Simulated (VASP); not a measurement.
Wanted: the native input for a VASP 6.6.1 run.

```
Task                   : single point
Functional             : r2SCAN
Potentials or basis    : VASP PAW PBE potentials, release 64 (Mg, O)
Cutoff                 : 520 eV
k mesh                 : 10 × 10 × 10
Occupations            : gaussian, width 0.05 eV
Spin                   : no spin polarisation
Dipole correction      : no
Further INCAR settings : ALGO = Normal; EDIFF = 1e-07; NBANDS = 11
```

MgO:

```xyz
2
Lattice="0.0000 2.1644 2.0778 2.1644 0.0000 2.0778 2.1644 2.1644 0.0000" Properties=species:S:1:pos:R:3 pbc="T T T"
Mg    0.0000    0.0000    0.0000
O     2.1644    2.1644    2.0778
```

This cell differs from its parent crystal: ratio of the length along z to the lengths across it x 0.96, volume and fractional coordinates fixed.

These files were run (other wordings do the same):

POSCAR

```
MgO
1.0
    0.0000000000      2.1644022651      2.0778261745
    2.1644022651      0.0000000000      2.0778261745
    2.1644022651      2.1644022651      0.0000000000
Mg O
1 1
Direct
    0.0000000000      0.0000000000      0.0000000000
    0.5000000000      0.5000000000      0.5000000000
```

INCAR.step1

```
SYSTEM = MgO
ALGO = Normal
EDIFF = 1E-4
ENCUT = 520
GGA = PE
ISMEAR = 0
LASPH = .True.
LCHARG = .False.
LREAL = .False.
LWAVE = .True.
NBANDS = 11
NELM = 80
PREC = Accurate
SIGMA = 0.05
```

INCAR.step2

```
SYSTEM = MgO
ALGO = Normal
EDIFF = 1E-7
ENCUT = 520
ISIF = 2
ISMEAR = 0
ISTART = 1
LASPH = .True.
LCHARG = .False.
LMIXTAU = .True.
LREAL = .False.
LWAVE = .False.
METAGGA = R2SCAN
NBANDS = 11
NELM = 80
PREC = Accurate
SIGMA = 0.05
```

KPOINTS

```
k-points
0
Gamma
  10 10 10
  0 0 0
```

Potentials or basis: VASP PAW PBE potentials, release 64 (Mg, O).

The run is started by

```bash
$ cat potpaw_PBE.64/Mg/POTCAR potpaw_PBE.64/O/POTCAR > POTCAR
$ cp INCAR.step1 INCAR
$ mpirun -np 1 vasp_std > vasp.out
$ cp INCAR.step2 INCAR
$ mpirun -np 1 vasp_std > vasp.out
```

It gave:

```yaml
Pressure: -7.7 GPa
Band_gap_on_the_k_mesh: 5.16 eV
```

Caveat: the cell stands under tension; the PAW data sets were made with another functional, which shifts forces and pressure a little.

Run time: 2.2 min on 1 thread of Intel Xeon 8259CL, with other jobs on the host, peak memory 0.16 GiB.
